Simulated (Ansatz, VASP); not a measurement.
## V in VASP and in Ansatz

The input INCAR:

```
  ALGO = Normal
  DIPOL = 0.5 0.5 0.500
  EDIFF = 1E-6
  ENCUT = 400
  GGA = PE
  GGA_COMPAT = F
  IDIPOL = 3
  ISIF = 2
  ISMEAR = -1
  LASPH = T
  LCHARG = F
  LDIPOL = T
  LREAL = F
  LWAVE = F
  NBANDS = 40
  NELM = 120
  NELMDL = -8
  PREC = Accurate
  SIGMA = 0.05
```

The input KPOINTS:

```
k-points
0
Gamma
  9 9 1
```

POSCAR

```
V
1.0
    4.2385384045      0.0000000000      0.0000000000
   -2.1192692022      3.6706819332      0.0000000000
    0.0000000000      0.0000000000     19.4608000000
V
5
Direct
    0.8333333330      0.1666666670      0.4110840224
    0.1666666670      0.8333333330      0.4555420111
    0.5000000000      0.5000000000      0.5000000000
    0.8333333330      0.1666666670      0.5444579889
    0.1666666670      0.8333333330      0.5889159776
```

Input for Ansatz:

```yaml
crystal:
  lattice:
    - [4.2385384045, 0.0, 0.0]
    - [-2.1192692022, 3.6706819332, 0.0]
    - [0.0, 0.0, 19.4608]
  atoms:
    - { symbol: V, position: [0.833333333, 0.166666667, 0.4110840224] }
    - { symbol: V, position: [0.166666667, 0.833333333, 0.4555420111] }
    - { symbol: V, position: [0.5, 0.5, 0.5] }
    - { symbol: V, position: [0.833333333, 0.166666667, 0.5444579889] }
    - { symbol: V, position: [0.166666667, 0.833333333, 0.5889159776] }
kpoints:
  mp_grid: { grid: [9, 9, 1] }
scf:
  occupations: { method: fermi_dirac, width: 0.05 }
hamiltonian:
  xc: pbe
  pseudopotentials: { kind: paw }
output:
  forces: true
  stress: true
  eigenvalues: true
  populations: true
efield:
  axis: 3
  amplitude: 0
  dipole_correction: true
```

Alike in both runs: task single point; functional PBE; k mesh 9 × 9 × 1; occupations fermi-dirac, width 0.05 eV; no spin polarisation.

|  | VASP | Ansatz |
| --- | --- | --- |
| version | VASP 6.6.1 | Ansatz 0.2.0 |
| potentials or method | VASP PAW PBE potentials, release 64 (V_sv) | PAW with Ansatz's default frozen-core files, scalar-relativistic |
| plane-wave cutoff (eV) | 400 | 420 |
| valence electrons in the cell | 65 | 65 |

|  | VASP | Ansatz | Ansatz less VASP |
| --- | --- | --- | --- |
| rms of the force components (eV/Å) | 0.739 | 0.747 | +0.0080 |

Atom by atom the forces differ by 0.008 eV/Å (rms over components).
